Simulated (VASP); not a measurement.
# Ir in VASP: relaxation of the atoms with PBE

Aim: the relaxation of the atoms of Ir with PBE.

Everything below comes from runs of VASP 6.6.1. Logs are shortened: lines on timing, memory, paths and dates and some standing lists are left out, and cuts for length are marked.

### 1 The cell of the first run

The cell holds a slab with vacuum, 3 atoms: a = 2.737 Å, b = 2.737 Å, c = 18.469 Å, α = 90.00°, β = 90.00°, γ = 120.00°.

### 2 Relaxation of the atoms, PBE

INCAR

```
ALGO = Normal
DIPOL = 0.5 0.5 0.500
EDIFF = 1E-7
EDIFFG = -0.03
ENCUT = 520
GGA = PE
IBRION = 2
IDIPOL = 3
ISIF = 2
ISMEAR = 0
LASPH = T
LCHARG = F
LDIPOL = T
LREAL = F
LWAVE = F
NELM = 60
NSW = 70
PREC = Accurate
SIGMA = 0.1
```

KPOINTS

```
k-points
0
Gamma
  12 12 1
```

POSCAR

```
Ir
1.0
    2.7369678274      0.0000000000      0.0000000000
   -1.3684839137      2.3702836679      0.0000000000
    0.0000000000      0.0000000000     18.4694497463
Ir
3
Selective dynamics
Direct
    0.6666666667      0.3333333333      0.3790042528  F F F
    0.3333333333      0.6666666667      0.5000000000  T T T
    0.0000000000      0.0000000000      0.6209957472  T T T
```

Potentials or basis: VASP PAW PBE potentials, release 64 (Ir).

Command:

```sh
$ cat potpaw_PBE.64/Ir/POTCAR > POTCAR
$ mpirun -np 1 vasp_std > vasp.out
```

OUTCAR:

```text
EDIFF = 1E-7
   EDIFFG = -0.03
   ENCUT = 520
   GGA = PE
   IBRION = 2
   ISIF = 2
   ISMEAR = 0
   LASPH = T
   LREAL = F
   NELM = 60
   NSW = 70
   PREC = Accurate

 ion  position               nearest neighbor table
   1  0.667  0.333  0.379-   2 2.74   2 2.74   2 2.74
   2  0.333  0.667  0.500-   3 2.74   1 2.74   1 2.74   3 2.74   3 2.74   1 2.74
   3  0.000  0.000  0.621-   2 2.74   2 2.74   2 2.74

  LATTYP: Found a hexagonal cell.
 ALAT       =     2.7369678274
 C/A-ratio  =     6.7481428029

  Lattice vectors:

 A1 = (   2.7369678274,   0.0000000000,   0.0000000000)
 A2 = (  -1.3684839137,   2.3702836679,   0.0000000000)
 A3 = (   0.0000000000,   0.0000000000,  18.4694497463)

Analysis of symmetry for initial positions (statically):
=====================================================================
 Subroutine PRICEL returns:
 Original cell was already a primitive cell.

 Routine SETGRP: Setting up the symmetry group for a
 hexagonal supercell.

 Subroutine GETGRP returns: Found 12 space group operations
 (whereof  6 operations were pure point group operations)
 out of a pool of 24 trial point group operations.

The static configuration has the point symmetry C_3v.
 The point group associated with its full space group is D_3d.

Analysis of symmetry for dynamics (positions and initial velocities):
=====================================================================
 Subroutine PRICEL returns:
 Original cell was already a primitive cell.

 Routine SETGRP: Setting up the symmetry group for a
 hexagonal supercell.

 Subroutine GETGRP returns: Found 12 space group operations
 (whereof  6 operations were pure point group operations)
 out of a pool of 24 trial point group operations.

The dynamic configuration has the point symmetry C_3v.
 The point group associated with its full space group is D_3d.

Analysis of constrained symmetry for selective dynamics:
=====================================================================
 Subroutine PRICEL returns:
 Original cell was already a primitive cell.

 Routine SETGRP: Setting up the symmetry group for a
 hexagonal supercell.

 Subroutine GETGRP returns: Found  6 space group operations
 (whereof  6 operations were pure point group operations)
 out of a pool of 24 trial point group operations.

[... 121 lines left out ...]
   GGA     = PE    functional components
   LHFCALC =     F    Hartree Fock is set to
   AEXX    =    0.0000 exact exchange contribution
   IVDW    =     0    specifies the selected vdW correction
   LEPSILON=     F    determine dielectric tensor
   LRPA    =     F    only Hartree local field effects (RPA)
 conjugate gradient relaxation of ions
 non-spin polarized calculation
 Gauss-broadening in eV      SIGMA  =   0.10
  energy-cutoff  :      520.00
  volume of cell :      119.82
 maximum number of plane-waves:      3249
   NGX = 11   NGY = 11   NGZ = 69

--------------------------------------- Ionic step        1  -------------------------------------------

 number of electron      27.0000002 magnetization

 Free energy of the ion-electron system (eV)
  ---------------------------------------------------
  ext. energy  EPLUGINS =         0.00000000
  ---------------------------------------------------
  free energy    TOTEN  =       -24.64149247 eV

  energy without entropy =      -24.61926576  energy(sigma->0) =      -24.63037911

------------------------ aborting loop because EDIFF is reached ----------------------------------------

  FORCE on cell =-STRESS in cart. coord.  units (eV):
  Direction    XX          YY          ZZ          XY          YZ          ZX
  --------------------------------------------------------------------------------------
  -------------------------------------------------------------------------------------
  Total       -4.1319623     -4.1319623     -2.9539710      0.0000000      0.0000000      0.0000000
  in kB      -55.2513586    -55.2513586    -39.4996129      0.0000000      0.0000000      0.0000000
  external PRESSURE =     -50.0007767 kB  Pullay stress =       0.0000000 kB
[... 55 lines left out ...]
  FREE ENERGIE OF THE ION-ELECTRON SYSTEM (eV)
  ---------------------------------------------------
  free  energy   TOTEN  =       -24.6578965733 eV

  energy  without entropy=      -24.6361152211  energy(sigma->0) =      -24.64700590

 dipolmoment           0.000000      0.000000     -0.000127 electrons x Angstroem

--------------------------------------- Ionic step        3  -------------------------------------------

 number of electron      27.0000002 magnetization

------------------------ aborting loop because EDIFF is reached ----------------------------------------
[... 69 lines left out ...]
--------------------------------------- Ionic step        5  -------------------------------------------

 number of electron      27.0000002 magnetization

 dipolmoment           0.000000      0.000000      0.000005 electrons x Angstroem

 Free energy of the ion-electron system (eV)
  ---------------------------------------------------
  ext. energy  EPLUGINS =         0.00000000
  ---------------------------------------------------
  free energy    TOTEN  =       -24.68286270 eV

  energy without entropy =      -24.66270651  energy(sigma->0) =      -24.67278461

 E-fermi :   0.2010     XC(G=0):  -6.0241

 val. band max:        0.1566028875   @ k =   0.3333   0.0833   0.0000
 cond. band min:       0.2552316803   @ k =   0.3333  -0.0000   0.0000
 fundamental gap:      0.0986287928
 Fermi energy:         0.2010082265

 k-point     1 :       0.0000    0.0000    0.0000
  band No.  band energies     occupation
      1      -9.8705      2.00000
      2      -7.7485      2.00000
      3      -7.4231      2.00000
      4      -3.5734      2.00000
      5      -3.5734      2.00000
      6      -3.4260      2.00000
[... 359 lines left out ...]
      6      -3.3898      2.00000
[... 9 lines left out ...]
     16       5.8807      0.00000
     17       6.0194      0.00000

------------------------ aborting loop because EDIFF is reached ----------------------------------------

 vacuum level on the upper side and lower side of the slab       (xc-potential included)        -0.085        -0.026

  FORCE on cell =-STRESS in cart. coord.  units (eV):
  Direction    XX          YY          ZZ          XY          YZ          ZX
  --------------------------------------------------------------------------------------
  -------------------------------------------------------------------------------------
  Total       -3.0700962     -3.0700962     -0.0836424      0.0000000      0.0000000     -0.0000000
  in kB      -41.0524033    -41.0524033     -1.1184408      0.0000000      0.0000000     -0.0000000
  external PRESSURE =     -27.7410825 kB  Pullay stress =       0.0000000 kB
[... 18 lines left out ...]
  FREE ENERGIE OF THE ION-ELECTRON SYSTEM (eV)
  ---------------------------------------------------
  free  energy   TOTEN  =       -24.6828626980 eV

  energy  without entropy=      -24.6627065135  energy(sigma->0) =      -24.67278461

 reached required accuracy - stopping structural energy minimisation

 vacuum level on the upper side and lower side of the slab         5.480         5.498
```

OSZICAR:

```text
N       E                     dE             d eps       ncg     rms          rms(c)
DAV:   1     0.246095294194E+03    0.24610E+03   -0.10816E+04   646   0.132E+03
DAV:   2    -0.101539366203E+01   -0.24711E+03   -0.23638E+03   687   0.387E+02
DAV:   3    -0.250358097881E+02   -0.24020E+02   -0.22651E+02   934   0.105E+02
[... 96 lines left out ...]
DAV:  13    -0.246828618350E+02   -0.21970E-06   -0.27689E-08   341   0.107E-03    0.108E-03
DAV:  14    -0.246828621698E+02   -0.33475E-06   -0.35405E-08   359   0.103E-03    0.876E-04
DAV:  15    -0.246828623867E+02   -0.21695E-06   -0.14357E-08   350   0.607E-04    0.837E-04
DAV:  16    -0.246828626193E+02   -0.23260E-06   -0.38686E-08   360   0.113E-03    0.330E-04
DAV:  17    -0.246828626980E+02   -0.78670E-07   -0.12384E-08   339   0.557E-04
   5 F= -.24682863E+02 E0= -.24672785E+02  d E =-.180032E-01
```

Wall time 6.6 min (1 thread of Intel Xeon 8259CL, shared host); peak memory 0.25 GiB.

Results:

| Quantity | Value |
| --- | --- |
| Free energy | -24.6829 eV |
| Energy gained by relaxing | 13.8 meV/atom |
| Ionic steps | 5 |
| Band gap on the k mesh | zero (an odd number of electrons rules out a gap without spin polarisation) |

Step by step:
```csv
step,energy change (eV),largest force on free atoms (eV/Å),pressure (GPa)
1,0.0000,0.6555,-5.00
2,-0.0164,0.3739,-4.43
3,-0.0234,0.5648,-3.73
4,-0.0352,0.3341,-3.34
5,-0.0414,0.0165,-2.77
```

Final structure:
```
Ir
1.0
     2.73697    0.00000    0.00000
    -1.36848    2.37028    0.00000
     0.00000    0.00000   18.46945
Ir
3
Direct
  0.66667 0.33333 0.37900
  0.33333 0.66667 0.49678
  0.00000 0.00000 0.61459
```

Caveat: spin-orbit coupling is left out, which moves the levels of the heavy elements.

The gap in the log of VASP goes by the Fermi energy; the results here count the filled bands.